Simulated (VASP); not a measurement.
Set up this calculation in VASP 6.6.1, as the native input.

```yaml
Task: single point
Functional: r2SCAN
Potentials_or_basis: VASP PAW PBE potentials, release 64 (Sn_d, O)
Cutoff: 520 eV
k_mesh: 8 × 6 × 3
Occupations: gaussian, width 0.05 eV
Spin: no spin polarisation
Dipole_correction: no
Further_INCAR_settings: ALGO = Normal; EDIFF = 1e-07; NBANDS = 64
```

SnO2:

```
Sn O
1.0
     0.00000    0.00000   -3.20071
    -4.75982    0.00000    0.00000
     0.00000   10.27012    0.00000
Sn O
4 8
Direct
  0.50000 0.50000 0.18678
  0.50000 0.50000 0.65027
  0.00000 0.00000 0.41853
  0.00000 0.00000 0.88201
  0.00000 0.69414 0.09685
  0.00000 0.69414 0.56034
  0.50000 0.19414 0.04498
  0.50000 0.19414 0.50846
  0.50000 0.80586 0.32859
  0.50000 0.80586 0.79208
  0.00000 0.30586 0.27672
  0.00000 0.30586 0.74021
```

This cell differs from its parent crystal: the distance across one plane changed.

One way to write it, as run:

POSCAR

```
SnO2
1.0
    0.0000000000      0.0000000000     -3.2007107590
   -4.7598182097      0.0000000000      0.0000000000
    0.0000000000     10.2701150501      0.0000000000
Sn O
4 8
Direct
    0.5000000000      0.5000000000      0.1867849750
    0.5000000000      0.5000000000      0.6502712652
    1.0000000000      0.0000000000      0.4185281201
    1.0000000000      0.0000000000      0.8820144104
    0.0000000000      0.6941376349      0.0968492695
    0.0000000000      0.6941376349      0.5603355597
    0.5000000000      0.1941376349      0.0449775354
    0.5000000000      0.1941376349      0.5084638256
    0.5000000000      0.8058623651      0.3285924146
    0.5000000000      0.8058623651      0.7920787048
    1.0000000000      0.3058623651      0.2767206805
    1.0000000000      0.3058623651      0.7402069707
```

INCAR.step1

```
SYSTEM = SnO2
  PREC = Accurate
  ENCUT = 520
  ISMEAR = 0
  SIGMA = 0.05
  LREAL = .FALSE.
  LASPH = .TRUE.
  NELM = 80
  NBANDS = 64
  GGA = PE
  ALGO = Normal
  EDIFF = 1E-4
  LWAVE = .TRUE.
  LCHARG = .FALSE.
```

INCAR.step2

```
SYSTEM = SnO2
  PREC = Accurate
  ENCUT = 520
  EDIFF = 1E-7
  ISMEAR = 0
  SIGMA = 0.05
  LREAL = .FALSE.
  LASPH = .TRUE.
  NELM = 80
  ALGO = Normal
  ISIF = 2
  LWAVE = .FALSE.
  LCHARG = .FALSE.
  METAGGA = R2SCAN
  LMIXTAU = .TRUE.
  NBANDS = 64
  ISTART = 1
```

KPOINTS

```
regular mesh
0
G
  8 6 3
  0 0 0
```

Potentials or basis: VASP PAW PBE potentials, release 64 (Sn_d, O).

Run with:

```bash
$ cat potpaw_PBE.64/Sn_d/POTCAR potpaw_PBE.64/O/POTCAR > POTCAR
$ cp INCAR.step1 INCAR
$ mpirun -np 1 vasp_std > vasp.out
$ cp INCAR.step2 INCAR
$ mpirun -np 1 vasp_std > vasp.out
```

It gave:

The pressure is -4.2 GPa, the largest force is 5.164 eV/Å and the band gap on the k mesh is 0.08 eV (least direct gap 0.13 eV).

Caveat: the cell differs from its parent crystal (the distance across one plane changed); the stress differs along the axes, from -11 to -0 GPa; semilocal functionals underestimate gaps, and a narrow one can read as zero; the PAW data sets were made with another functional, which shifts forces and pressure a little; spin-orbit coupling is left out, which moves the levels of the heavy elements.

Wall time 59 min on 1 thread of Oxide Virtual Turin-like Processor, on a shared host, peak memory 0.47 GiB.
